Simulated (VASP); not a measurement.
Input of a VASP 6.6.1 run:

File INCAR:

```
SYSTEM = Rb2Ir
  PREC = Accurate
  ENCUT = 520
  EDIFF = 1E-6
  ISMEAR = 0
  SIGMA = 0.1
  LREAL = .FALSE.
  LASPH = .TRUE.
  NELM = 100
  ALGO = Normal
  ISIF = 2
  LWAVE = .FALSE.
  LCHARG = .FALSE.
  GGA = PE
  NBANDS = 20
```

The input KPOINTS:

```
Automatic mesh
0
G
  4 4 4
  0 0 0
```

Contents of POSCAR:

```
Rb2Ir
1.0
    0.0000000000      3.9913621780      3.9913621780
    3.9913621780      0.0000000000      3.9913621780
    3.9913621780      3.9913621780      0.0000000000
Rb Ir
2 1
Direct
    0.2500000000      0.2500000000      0.2500000000
    0.7500000000      0.7500000000      0.7500000000
    0.0000000000      0.0000000000      0.0000000000
```

Potentials or basis: VASP PAW PBE potentials, release 64 (Rb_sv, Ir).

Launch:

```bash
$ cat potpaw_PBE.64/Rb_sv/POTCAR potpaw_PBE.64/Ir/POTCAR > POTCAR
$ mpirun -np 1 vasp_std > vasp.out
```

(1) Predict the pressure.

## Answers

(1) 0.4 GPa.
